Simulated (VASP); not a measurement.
Here is a VASP 6.6.1 calculation.

INCAR

```
SYSTEM = Na
ALGO = Fast ; EDIFF = 1E-6
ENCUT = 520 ; GGA = PE
ISIF = 2 ; ISMEAR = 0
LASPH = .TRUE. ; LCHARG = .FALSE.
LREAL = .FALSE. ; LWAVE = .FALSE.
NBANDS = 38 ; NELM = 60
PREC = Accurate ; SIGMA = 0.05
```

The input KPOINTS:

```
k-points
0
G
  6 6 6
  0 0 0
```

POSCAR

```
Na
1.0
    6.6966880000      0.0000000000      0.0000000000
    0.0000000000      6.6966880000      0.0000000000
    0.0000000000      0.0000000000      6.6966880000
Na
8
Direct
    0.0000000000      0.0000000000      0.0000000000
    0.5000000000      0.2500000000      0.0000000000
    0.5000000000      0.7500000000      0.0000000000
    0.0000000000      0.5000000000      0.2500000000
    0.2500000000      0.0000000000      0.5000000000
    0.7574663774      0.0000000000      0.5000000000
    0.5000000000      0.5000000000      0.5000000000
    0.0000000000      0.5000000000      0.7500000000
```

Potentials or basis: VASP PAW PBE potentials, release 64 (Na_pv).

Run with:

```bash
$ cat potpaw_PBE.64/Na_pv/POTCAR > POTCAR
$ mpirun -np 1 vasp_std > vasp.out
```

Question: What does it give for the band gap on the k mesh?

Answer: Zero (bands 28 and 29 overlap by 1.50 eV).

Question: What does it give for the pressure?

Answer: 0.0 GPa.

Question: Predict the largest force.

Answer: 0.058 eV/Å.

Forces on the atoms (eV/Å):
```
Na   0.003  0.000  0.000
Na   0.001  0.000  0.000
Na   0.001  0.000  0.000
Na   0.001  0.000 -0.001
Na   0.046  0.000  0.000
Na  -0.058  0.000  0.000
Na   0.003  0.000  0.000
Na   0.001  0.000  0.001
```
